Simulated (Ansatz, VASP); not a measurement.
GaP: VASP beside Ansatz

```
Ga P
1.0
     0.00000    2.75329    2.75329
     2.75329    0.00000    2.75329
     2.75329    2.75329    0.00000
Ga P
1 1
Direct
  0.00000 0.00000 0.00000
  0.25000 0.25000 0.25000
```

Alike in both runs: functional PBE; k mesh 10 × 10 × 10; occupations gaussian, width 0.02 eV; no spin polarisation.

Ansatz relaxed the structure, and its values are those at the end. VASP's run is a single point on that final structure, the one shown.

```csv
,VASP,Ansatz
version,VASP 6.6.1,Ansatz 0.2.0
potentials or method,"VASP PAW PBE potentials, release 64 (Ga_d, P), cutoff 500 eV","scalar-relativistic, plane waves, PAW"
valence electrons in the cell,18,18
```

```csv
,VASP,Ansatz,Ansatz less VASP
gap on the k mesh at the Fermi level (eV),1.57,1.58,+0.005
least direct gap on the mesh (eV),1.57,1.58,+0.005
pressure (GPa),-0.1,0.0,+0.10
```

With one functional, cell and mesh, what is left measures potentials, basis and numerics.
